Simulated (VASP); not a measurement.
Set up this calculation in VASP 6.6.1, as the native input.

- Task: relaxation of cell and atoms
- Functional: LDA
- Potentials or basis: VASP PAW LDA potentials, release 64 (Ta_pv, Ti_sv)
- Cutoff: 500 eV
- k mesh: 7 × 7 × 7
- Occupations: fermi-dirac, width 0.05 eV
- Spin: no spin polarisation
- Dipole correction: no
- Further INCAR settings: ALGO = Normal; EDIFF = 1e-07; IBRION = 2; EDIFFG = -0.02; NSW = 80; ISIF = 3

The structure of TaTi3 lies in POSCAR:

```
TaTi3
1.0
    0.0000000000      3.2650000000      3.2650000000
    3.2650000000      0.0000000000      3.2650000000
    3.2650000000      3.2650000000      0.0000000000
Ta Ti
1 3
Direct
    0.0000000000      0.0000000000      0.0000000000
    0.5000000000      0.5000000000      0.5000000000
    0.2500000000      0.2500000000      0.2500000000
    0.7500000000      0.7500000000      0.7500000000
```

One way to write it, as run:

INCAR

```
SYSTEM = TaTi3
ALGO = Normal ; EDIFF = 1E-7
EDIFFG = -0.02 ; ENCUT = 500
GGA = CA ; GGA_COMPAT = .False.
IBRION = 2 ; ISIF = 3
ISMEAR = -1 ; LASPH = .True.
LCHARG = .False. ; LREAL = .False.
LWAVE = .False. ; NELM = 120
NELMIN = 4 ; NSW = 80
PREC = Accurate ; SIGMA = 0.05
```

KPOINTS

```
k-points
0
Gamma
  7 7 7
  0 0 0
```

Potentials or basis: VASP PAW LDA potentials, release 64 (Ta_pv, Ti_sv).

Launch:

```sh
$ cat potpaw_LDA.64/Ta_pv/POTCAR potpaw_LDA.64/Ti_sv/POTCAR > POTCAR
$ mpirun -np 1 vasp_std > vasp.out
```

It gave:

```yaml
Relaxed_volume: 16.14 Å³/atom
Relaxed_cell: a = 4.503 Å, b = 4.503 Å, c = 4.503 Å, α = 60.00°, β = 60.00°, γ = 60.00°
Space_group_after_relaxing_to_0.1_Å: Fm-3m (No. 225)
Energy_gained_by_relaxing: 40.1 meV/atom
Ionic_steps: 3
Pressure_after_relaxing: -0.2 GPa
Band_gap_on_the_k_mesh: zero (an odd number of electrons rules out a gap without spin polarisation)
```

Caveat: spin-orbit coupling is left out, which moves the levels of the heavy elements.

Wall time 6.3 min on 1 thread of AMD EPYC 7R13, on a shared host, peak memory 0.17 GiB.
